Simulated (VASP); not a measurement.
A run of VASP 6.6.1:

POSCAR

```
GeBi3
1.0
    0.0000000000      3.8421210089      3.8421210089
    3.8421210089      0.0000000000      3.8421210089
    3.8421210089      3.8421210089      0.0000000000
Ge Bi
1 3
Direct
    0.0000000000      0.0000000000      0.0000000000
    0.2500000000      0.2500000000      0.2500000000
    0.7500000000      0.7500000000      0.7500000000
    0.5000000000      0.5000000000      0.5000000000
```

The input INCAR.step1:

```
SYSTEM = GeBi3
  PREC = Accurate
  ENCUT = 520
  ISMEAR = -1
  SIGMA = 0.1
  LREAL = .False.
  LASPH = .True.
  NELM = 100
  NBANDS = 38
  GGA = PE
  ALGO = Normal
  EDIFF = 1E-4
  LWAVE = .True.
  LCHARG = .False.
```

File INCAR.step2:

```
SYSTEM = GeBi3
  PREC = Accurate
  ENCUT = 520
  EDIFF = 1E-7
  ISMEAR = -1
  SIGMA = 0.1
  LREAL = .False.
  LASPH = .True.
  NELM = 100
  ALGO = Normal
  ISIF = 2
  LWAVE = .False.
  LCHARG = .True.
  METAGGA = R2SCAN
  LMIXTAU = .True.
  LELF = .True.
  LVHAR = .True.
  NBANDS = 38
  ISTART = 1
```

Contents of KPOINTS:

```
Automatic mesh
0
Gamma
  5 5 5
  0 0 0
```

Potentials or basis: VASP PAW PBE potentials, release 64 (Ge_d, Bi_d).

Command:

```bash
$ cat potpaw_PBE.64/Ge_d/POTCAR potpaw_PBE.64/Bi_d/POTCAR > POTCAR
$ cp INCAR.step1 INCAR
$ mpirun -np 1 vasp_std > vasp.out
$ cp INCAR.step2 INCAR
$ mpirun -np 1 vasp_std > vasp.out
```

Hardware: 1 thread of Intel(R) Xeon(R) Platinum 8259CL CPU @ 2.50GHz (Skylake/Cascade Lake), on a shared host.

Question: Estimate the wall time of this run.

Answer: Wall time 2.7 min on 1 thread of Intel(R) Xeon(R) Platinum 8259CL CPU @ 2.50GHz (Skylake/Cascade Lake), on a shared host, peak memory 0.28 GiB. Counts: k points 10.
